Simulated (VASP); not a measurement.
Here is a VASP 6.6.1 calculation.

File INCAR:

```
ALGO     = Normal         # electronic algorithm
EDIFF    = 1E-7           # SCF threshold, eV
ENCUT    = 520            # plane-wave cutoff, eV
GGA      = RP             # functional
ISIF     = 2              # what is computed and relaxed
ISMEAR   = -1             # smearing method
LASPH    = T              # aspherical terms in the spheres
LCHARG   = F              # write CHGCAR
LREAL    = F              # projectors in reciprocal space
LWAVE    = F              # write WAVECAR
NBANDS   = 11             # bands
NELM     = 80             # most SCF steps
PREC     = Accurate       # precision mode
SIGMA    = 0.05           # smearing width, eV
```

File KPOINTS:

```
k-points
0
Gamma
  9 9 9
```

POSCAR

```
Si
1.0
    0.0000000000      2.8231021666      2.8231021666
    2.8231021666      0.0000000000      2.8231021666
    2.8231021666      2.8231021666      0.0000000000
Si
2
Direct
    0.5000000000      0.5000000000      0.5000000000
    0.7500000000      0.7500000000      0.7500000000
```

Potentials or basis: VASP PAW PBE potentials, release 64 (Si).

The run is started by

```bash
$ cat potpaw_PBE.64/Si/POTCAR > POTCAR
$ mpirun -np 1 vasp_std > vasp.out
```

Q: What does it give for the pressure?

A: -5.7 GPa.

Q: Predict the band gap on the k mesh.

A: 0.85 eV, indirect (least direct gap 2.20 eV).

Caveat: the PAW data sets were made with another functional, which shifts forces and pressure a little. A k mesh can miss the band edges.
